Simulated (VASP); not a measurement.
Runs of VASP 6.6.1 on In3As. The structure is that of space group Im-3m (No. 229), or close to it. The cells are those of the table. 

```csv
task,cell,k mesh,cutoff (eV),gap on the mesh (eV),pressure (GPa),relaxed volume (Å³/atom)
single point,"a = 5.176 Å, angles 109.5°, 4 atoms",12 × 12 × 12,520,none,0.0,-
relaxation of cell and atoms,"relaxed from a = 5.310 Å, angles 109.5°, 4 atoms",4 × 4 × 4,600,none,-0.2,26.66
relaxation of cell and atoms,"relaxed from a = 5.169 Å, angles 109.5°, 4 atoms",12 × 12 × 12,600,none,0.0,26.68
single point,"a = 5.310 Å, angles 109.5°, 4 atoms",4 × 4 × 4,520,none,-3.0,-
single point,"a = 5.169 Å, angles 109.5°, 4 atoms",4 × 4 × 4,520,none,(a),-
```

Alike in all rows: level PBE; potentials or basis VASP PAW PBE potentials, release 64 (In_d, As); no spin polarisation; smearing gaussian 0.1 eV.

Task: Fill in the values left out.

Result: (a) -0.1.

Caveats: some runs use coarse meshes; spin-orbit coupling is left out, which moves the levels of the heavy elements.

A k mesh can miss the band edges, and the runs leave out spin-orbit coupling on As, In.

A gap of «none» marks levels without a gap at the run's occupations.
